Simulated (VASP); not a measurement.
# HfCd (P4/nmm) in VASP: further runs

HfCd is run at these levels: LDA; tasks: single point, relaxation of cell and atoms.

Program: VASP 6.6.1. These are calculated values, not measurements. Logs are shortened: lines on timing, memory, paths and dates and some standing lists are left out, and cuts for length are marked.

**1. The cell of the first run**

Symmetry: P4/nmm, No. 129, tetragonal system. The conventional cell has a = 3.046 Å, b = 3.046 Å, c = 8.550 Å, α = 90.00°, β = 90.00°, γ = 90.00°. Hf (site symmetry 4mm) has 8 Hf at 3.04 to 3.05 Å and 4 Cd at 3.07 Å within 4.0 Å. Within 3.9 Å of Cd (site symmetry 4mm) lie 8 Cd at 2.95 to 3.05 Å and 4 Hf at 3.07 Å.

**2. Single point, LDA**

INCAR reads:

```
PREC     = Accurate       # precision mode
ENCUT    = 520            # plane-wave cutoff, eV
EDIFF    = 1E-6           # SCF threshold, eV
ISMEAR   = -1             # smearing method
SIGMA    = 0.1            # smearing width, eV
LREAL    = False          # projectors in reciprocal space
LASPH    = True           # aspherical terms in the spheres
NELM     = 60             # most SCF steps
ALGO     = Normal         # electronic algorithm
ISIF     = 2              # what is computed and relaxed
LWAVE    = False          # write WAVECAR
LCHARG   = False          # write CHGCAR
GGA      = CA             # functional
NBANDS   = 30             # bands
```

KPOINTS reads:

```
regular mesh
0
Gamma
  8 8 3
```

POSCAR reads:

```
HfCd
1.0
    3.0458468717      0.0000000000      0.0000000000
    0.0000000000      3.0458468717      0.0000000000
    0.0000000000      0.0000000000      8.5496451477
Hf Cd
2 2
Direct
    0.0000000000      0.5000000000      0.8746000055
    0.5000000000      0.0000000000      0.1253999945
    0.0000000000      0.5000000000      0.3820540030
    0.5000000000      0.0000000000      0.6179459970
```

Potentials or basis: VASP PAW LDA potentials, release 64 (Hf_pv, Cd).

The run is started by

```console
cat potpaw_LDA.64/Hf_pv/POTCAR potpaw_LDA.64/Cd/POTCAR > POTCAR
mpirun -np 1 vasp_std > vasp.out
```

OUTCAR:

```text
PREC = Accurate
   ENCUT = 520
   EDIFF = 1E-6
   ISMEAR = -1
   LREAL = False
   LASPH = True
   NELM = 60
   ISIF = 2
   GGA = CA

 ion  position               nearest neighbor table
   1  0.000  0.500  0.875-   2 3.04   2 3.04   2 3.04   2 3.04   4 3.07   4 3.07   4 3.07   4 3.07

   2  0.500  0.000  0.125-   1 3.04   1 3.04   1 3.04   1 3.04   3 3.07   3 3.07   3 3.07   3 3.07

   3  0.000  0.500  0.382-   4 2.95   4 2.95   4 2.95   4 2.95   2 3.07   2 3.07   2 3.07   2 3.07

   4  0.500  0.000  0.618-   3 2.95   3 2.95   3 2.95   3 2.95   1 3.07   1 3.07   1 3.07   1 3.07

  LATTYP: Found a simple tetragonal cell.
 ALAT       =     3.0458468717
 C/A-ratio  =     2.8069845622

  Lattice vectors:

 A1 = (   3.0458468717,   0.0000000000,   0.0000000000)
 A2 = (   0.0000000000,   3.0458468717,   0.0000000000)
 A3 = (   0.0000000000,   0.0000000000,   8.5496451477)

Analysis of symmetry for initial positions (statically):
=====================================================================
 Subroutine PRICEL returns:
 Original cell was already a primitive cell.

 Routine SETGRP: Setting up the symmetry group for a
 simple tetragonal supercell.

 Subroutine GETGRP returns: Found 16 space group operations
 (whereof  8 operations were pure point group operations)
 out of a pool of 16 trial point group operations.

The static configuration has the point symmetry D_2d.
 The point group associated with its full space group is D_4h.

Analysis of symmetry for dynamics (positions and initial velocities):
=====================================================================
 Subroutine PRICEL returns:
 Original cell was already a primitive cell.

 Routine SETGRP: Setting up the symmetry group for a
 simple tetragonal supercell.

 Subroutine GETGRP returns: Found 16 space group operations
 (whereof  8 operations were pure point group operations)
 out of a pool of 16 trial point group operations.

The dynamic configuration has the point symmetry D_2d.
 The point group associated with its full space group is D_4h.

 Subroutine INISYM returns: Found 16 space group operations
 (whereof  8 operations are pure point group operations),
 and found     1 'primitive' translations

----------------------------------------------------------------------------------------

                                     Primitive cell

  volume of cell :      79.3166

  direct lattice vectors                    reciprocal lattice vectors
     3.045846872  0.000000000  0.000000000     0.328315914  0.000000000  0.000000000
     0.000000000  3.045846872  0.000000000     0.000000000  0.328315914  0.000000000
     0.000000000  0.000000000  8.549645148     0.000000000  0.000000000  0.116963919

  length of vectors
     3.045846872  3.045846872  8.549645148     0.328315914  0.328315914  0.116963919

  position of ions in fractional coordinates (direct lattice)
     0.000000000  0.500000000  0.874600005
     0.500000000  0.000000000  0.125399995
     0.000000000  0.500000000  0.382054003
     0.500000000  0.000000000  0.617945997

  ion indices of the primitive-cell ions
   primitive index   ion index
                 1           1
                 2           2
                 3           3
                 4           4

----------------------------------------------------------------------------------------

 KPOINTS: regular mesh

Automatic generation of k-mesh.
 Grid dimensions read from file:
 generate k-points for:    8    8    3

 Generating k-lattice:

  Cartesian coordinates                     Fractional coordinates (reciprocal lattice)
     0.041039489  0.000000000  0.000000000     0.125000000  0.000000000  0.000000000
     0.000000000  0.041039489  0.000000000     0.000000000  0.125000000  0.000000000
     0.000000000  0.000000000  0.038987973     0.000000000  0.000000000  0.333333333

  Length of vectors
     0.041039489  0.041039489  0.038987973

  Shift w.r.t. Gamma in fractional coordinates (k-lattice)
     0.000000000  0.000000000  0.000000000

 Subroutine IBZKPT returns following result:
 ===========================================

 Found     30 irreducible k-points:

 Following reciprocal coordinates:
            Coordinates               Weight
  0.000000  0.000000  0.000000      1.000000
  0.125000  0.000000  0.000000      4.000000
  0.250000  0.000000  0.000000      4.000000
  0.375000  0.000000  0.000000      4.000000
  0.500000  0.000000  0.000000      2.000000
  0.125000  0.125000  0.000000      4.000000
[... 16 lines left out ...]
  0.375000  0.125000  0.333333     16.000000
  0.500000  0.125000  0.333333      8.000000
 [... further k-points ...]
   k-points           NKPTS =     30   k-points in BZ     NKDIM =     30   number of bands    NBANDS=     30
   number of dos      NEDOS =    301   number of ions     NIONS =      4
   total plane-waves  NPLWV =  36864
   dimension x,y,z NGX =    24 NGY =   24 NGZ =   64
   dimension x,y,z NGXF=    48 NGYF=   48 NGZF=  128
   ions per type =               2   2
   NGX,Y,Z   is equivalent  to a cutoff of  13.10, 13.10, 12.44 a.u.
   NGXF,Y,Z  is equivalent  to a cutoff of  26.20, 26.20, 24.89 a.u.
 SYSTEM =  unknown system
   PREC   = accura    normal or accurate (medium, high low for compatibility)
   ISTART =      0    job   : 0-new  1-cont  2-samecut
   ICHARG =      2    charge: 1-file 2-atom 10-const
   ISPIN  =      1    spin polarized calculation?
   LNONCOLLINEAR =      F non collinear calculations
   LSORBIT =      F    spin-orbit coupling
   LASPH  =      T    aspherical Exc in radial PAW
   ENCUT  =  520.0 eV  38.22 Ry    6.18 a.u.   5.66  5.66 15.90*2*pi/ulx,y,z
   NELM   =     60;   NELMIN=  2; NELMDL= -5     # of ELM steps
   EDIFF  = 0.1E-05   stopping-criterion for ELM
   LREAL  =      F    real-space projection
   EDIFFG = 0.1E-04   stopping-criterion for IOM
   NSW    =      0    number of steps for IOM
   IBRION =     -1    ionic relax: 0-MD 1-quasi-New 2-CG
   NFREE  =      0    steps in history (QN), initial steepest desc. (CG)
   ISIF   =      2    stress and relaxation
   ISYM   =      2    0-nonsym 1-usesym 2-fastsym
   POTIM  = 0.5000    time-step for ionic-motion
   TEBEG  =    0.0;   TEEND  =   0.0 temperature during run
   PSTRESS=    0.0 pullay stress
   NELECT =      44.0000    total number of electrons
   NUPDOWN=      -1.0000    fix difference up-down
   EMIN   =  10.00;   EMAX   =-10.00  energy-range for DOS
   EFERMI =   0.00;   METHOD = LEGACY
   ISMEAR =    -1;   SIGMA  =   0.10  broadening in eV -4-tet -1-fermi 0-gaus
   EFERMI_NEDOS =   21; number of points for ismear=-14 and -15
   IALGO  =     38    algorithm
   IMIX   =      4    mixing-type and parameters
     AMIX     =   0.40;   BMIX     =  1.00
     AMIX_MAG =   1.60;   BMIX_MAG =  1.00
  volume/ion in A,a.u.               =      19.83       133.81
  Fermi-wavevector in a.u.,A,eV,Ry     =   1.345151  2.541966 24.618800  1.809431
  Thomas-Fermi vector in A             =   2.473087
   LORBIT       =      0    0 simple, 1 ext, 2 COOP (PROOUT), +10 PAW based schemes
   GGA     = CA    functional components
   LHFCALC =     F    Hartree Fock is set to
   AEXX    =    0.0000 exact exchange contribution
   IVDW    =     0    specifies the selected vdW correction
   LEPSILON=     F    determine dielectric tensor
   LRPA    =     F    only Hartree local field effects (RPA)
 non-spin polarized calculation
  energy-cutoff  :      520.00
  volume of cell :       79.32
 maximum number of plane-waves:      2160
 NGX is ok and might be reduce to    24
   NGX = 11   NGY = 11   NGZ = 31

 number of electron      43.9999993 magnetization

 Free energy of the ion-electron system (eV)
  ---------------------------------------------------
  ext. energy  EPLUGINS =         0.00000000
  ---------------------------------------------------
  free energy    TOTEN  =       -24.98230164 eV

  energy without entropy =      -24.90909511  energy(sigma->0) =      -24.94569837

 E-fermi :   4.4138     XC(G=0): -11.9565

 val. band max:        4.4117125139   @ k =   0.1250   0.0000   0.3333
 cond. band min:       4.4599745711   @ k =   0.1250   0.0000   0.0000
 fundamental gap:      0.0482620572
 Fermi energy:         4.4137854895

 k-point     1 :       0.0000    0.0000    0.0000
  band No.  band energies     occupation
      1     -26.2437      2.00000
      2     -25.7157      2.00000
      3     -25.7157      2.00000
      4     -25.6951      2.00000
      5     -25.5035      2.00000
      6     -25.5035      2.00000
[... 22 lines left out ...]
     29       9.3032      0.00000
     30      10.5311      0.00000

 k-point     2 :       0.1250    0.0000    0.0000
  band No.  band energies     occupation
      1     -26.2270      2.00000
      2     -25.8632      2.00000
      3     -25.6994      2.00000
      4     -25.6451      2.00000
      5     -25.5957      2.00000
      6     -25.5032      2.00000
[... 22 lines left out ...]
     29       9.8444      0.00000
     30       9.8710      0.00000

 k-point     3 :       0.2500    0.0000    0.0000
  band No.  band energies     occupation
      1     -26.2132      2.00000
      2     -26.0948      2.00000
      3     -25.7781      2.00000
      4     -25.6565      2.00000
      5     -25.6499      2.00000
      6     -25.5058      2.00000
[... 22 lines left out ...]
     29       8.9134      0.00000
     30      10.0298      0.00000

 k-point     4 :       0.3750    0.0000    0.0000
  band No.  band energies     occupation
      1     -26.2973      2.00000
      2     -26.2955      2.00000
      3     -25.8349      2.00000
      4     -25.6965      2.00000
      5     -25.6019      2.00000
      6     -25.5200      2.00000
[... 22 lines left out ...]
     29       8.8998      0.00000
     30       9.8562      0.00000

 k-point     5 :       0.5000    0.0000    0.0000
  band No.  band energies     occupation
      1     -26.3693      2.00000
      2     -26.3693      2.00000
      3     -25.7708      2.00000
      4     -25.7708      2.00000
      5     -25.5525      2.00000
      6     -25.5525      2.00000
[... 22 lines left out ...]
     29       9.3930      0.00000
     30       9.3930      0.00000
[... 526 lines left out ...]
     29       9.0782      0.00000
     30      10.4694      0.00000

 k-point    22 :       0.2500    0.1250    0.3333
  band No.  band energies     occupation
      1     -26.1941      2.00000
      2     -26.0729      2.00000
      3     -25.7942      2.00000
      4     -25.7814      2.00000
      5     -25.6117      2.00000
      6     -25.5935      2.00000
[... 22 lines left out ...]
     29       8.7025      0.00000
     30       9.5234      0.00000

 k-point    23 :       0.3750    0.1250    0.3333
  band No.  band energies     occupation
      1     -26.2757      2.00000
      2     -26.2751      2.00000
      3     -25.8370      2.00000
      4     -25.7558      2.00000
      5     -25.6388      2.00000
      6     -25.6082      2.00000
[... 22 lines left out ...]
     29       9.1636      0.00000
     30       9.8288      0.00000

 k-point    24 :       0.5000    0.1250    0.3333
  band No.  band energies     occupation
      1     -26.3486      2.00000
      2     -26.3486      2.00000
      3     -25.7813      2.00000
      4     -25.7813      2.00000
      5     -25.6342      2.00000
      6     -25.6342      2.00000
[... 22 lines left out ...]
     29       9.9119      0.00000
     30       9.9119      0.00000

 [... further k-points ...]
[... 5 lines left out ...]
  --------------------------------------------------------------------------------------
  -------------------------------------------------------------------------------------
  Total        0.2215877      0.2215877      0.2551955      0.0000000      0.0000000      0.0000000
  in kB        4.4760201      4.4760201      5.1548903      0.0000000      0.0000000      0.0000000
  external PRESSURE =       4.7023101 kB  Pullay stress =       0.0000000 kB

 VOLUME and BASIS-vectors are now :
 -----------------------------------------------------------------------------
  energy-cutoff  :      520.00
  volume of cell :       79.32
      direct lattice vectors                 reciprocal lattice vectors
     3.045846872  0.000000000  0.000000000     0.328315914  0.000000000  0.000000000
     0.000000000  3.045846872  0.000000000     0.000000000  0.328315914  0.000000000
     0.000000000  0.000000000  8.549645148     0.000000000  0.000000000  0.116963919

 POSITION                                       TOTAL-FORCE (eV/Angst)
 -----------------------------------------------------------------------------------
      0.00000      1.52292      7.47752        -0.000000      0.000000      0.021954
      1.52292      0.00000      1.07213         0.000000     -0.000000     -0.021954
      0.00000      1.52292      3.26643        -0.000000     -0.000000     -0.027736
      1.52292      0.00000      5.28322        -0.000000     -0.000000      0.027736
 -----------------------------------------------------------------------------------
    total drift:                                0.000000      0.000000      0.000000

  FREE ENERGIE OF THE ION-ELECTRON SYSTEM (eV)
  ---------------------------------------------------
  free  energy   TOTEN  =       -24.9823016359 eV

  energy  without entropy=      -24.9090951116  energy(sigma->0) =      -24.94569837
```

It took 99 s on 1 thread of Intel Xeon 8259CL, shared host; peak memory 0.2 GiB.

Results:

```
Free energy            : -24.9823 eV
Pressure               : 0.5 GPa
Largest force          : 0.028 eV/Å
Band gap on the k mesh : zero (bands 22 and 23 overlap by 1.07 eV)
```

Forces in eV/Å, atoms in the order of the input:
```
Hf   0.000  0.000  0.022
Hf   0.000  0.000 -0.022
Cd   0.000  0.000 -0.028
Cd   0.000  0.000  0.028
```

Caveat: spin-orbit coupling is left out, which moves the levels of the heavy elements.

(Part 1 of 2 ends here.)

The gap in the log of VASP goes by the Fermi energy; the results here count the filled bands.